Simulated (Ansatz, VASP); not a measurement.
**Two plane-wave programs on Rh**

File INCAR:

```
PREC = Accurate ; ENCUT = 520
EDIFF = 1E-6 ; ISMEAR = 0
SIGMA = 0.15 ; LREAL = F
LASPH = T ; NELM = 100
ALGO = Normal ; ISIF = 2
LWAVE = F ; LCHARG = T
GGA = PS ; LELF = T
LVHAR = T ; NBANDS = 14
```

File KPOINTS:

```
regular mesh
0
Gamma
  22 22 22
```

The input POSCAR:

```
Rh
1.0
    0.0000000000      1.8064725000      1.8064725000
    1.8064725000      0.0000000000      1.8064725000
    1.8064725000      1.8064725000      0.0000000000
Rh
1
Direct
    0.0000000000      0.0000000000      0.0000000000
```

Input for Ansatz:

```yaml
crystal:
  lattice:
    - [0.0, 1.8064725, 1.8064725]
    - [1.8064725, 0.0, 1.8064725]
    - [1.8064725, 1.8064725, 0.0]
  atoms:
    - { symbol: Rh, position: [0.0, 0.0, 0.0] }
basis:
  ecutwfc: 420
kpoints:
  mp_grid: { grid: [22, 22, 22] }
hamiltonian:
  xc: pbesol
scf:
  occupations: { method: gaussian, width: 0.15 }
output:
  forces: true
  stress: true
  eigenvalues: true
```

Change from the starting cell: strain -0.050 along x and y, -0.050 along z, atoms carried along.

Alike in both runs: task single point; functional PBEsol; k mesh 22 × 22 × 22; occupations gaussian, width 0.15 eV; no spin polarisation.

|  | VASP | Ansatz |
| --- | --- | --- |
| version | VASP 6.6.1 | Ansatz 0.2.0 |
| potentials or method | VASP PAW PBE potentials, release 64 (Rh_pv), cutoff 520 eV | scalar-relativistic, plane waves, PAW |
| valence electrons in the cell | 15 | 17 |

|  | VASP | Ansatz | Ansatz less VASP |
| --- | --- | --- | --- |
| gap on the k mesh at the Fermi level (eV) | none | none | - |
| pressure (GPa) | 56.5 | 56.5 | +0.03 |

VASP's potentials were made for PBE, not for PBEsol. A gap of «none» marks a metal or a gap that the smearing closes. Both programs put the cell under a high pressure, so it lies far from rest at this level. With one functional, cell and mesh, what is left measures potentials, basis and numerics. VASP's potentials hold 15 valence electrons a cell and Ansatz's 17, so a difference there can come from the potentials and not from the codes.
